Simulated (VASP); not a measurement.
FePt, 2 atoms in the cell. It takes space group P4/mmm (No. 123, tetragonal). Conventional cell: a = 2.711 Å, b = 2.711 Å, c = 3.707 Å, α = 90.00°, β = 90.00°, γ = 90.00°. Within 3.5 Å of Pt (site symmetry 4/mmm) lie 8 Fe at 2.67 Å and 4 Pt at 2.71 Å. Fe (site symmetry 4/mmm) has 8 Pt at 2.67 Å and 4 Fe at 2.71 Å within 3.5 Å. 

```yaml
Program: VASP 6.6.1
Task: single point
Functional: RPBE
Dispersion: D4
Potentials_or_basis: VASP PAW PBE potentials, release 64 (Pt, Fe)
Cutoff: 520 eV
k_mesh: 10 × 10 × 7
Occupations: fermi-dirac, width 0.05 eV
Spin: collinear spin, ferromagnetic start
Starting_moments: "[0.0, 3.0] μB"
Dipole_correction: no
Further_INCAR_settings: ALGO = Normal; EDIFF = 1e-07; NBANDS = 20
```

Potentials or basis: VASP PAW PBE potentials, release 64 (Pt, Fe).

Run with:

```bash
$ cat potpaw_PBE.64/Pt/POTCAR potpaw_PBE.64/Fe/POTCAR > POTCAR
$ mpirun -np 1 vasp_std > vasp.out
```

Hardware: 1 thread of Oxide Virtual Turin-like Processor (shared host).

**Question.** How long does it take, and how much memory?

**Answer.** Run time: 99 s on 1 thread of Oxide Virtual Turin-like Processor (shared host), peak memory 0.17 GiB. Counts: scf iterations 17, k points 84.
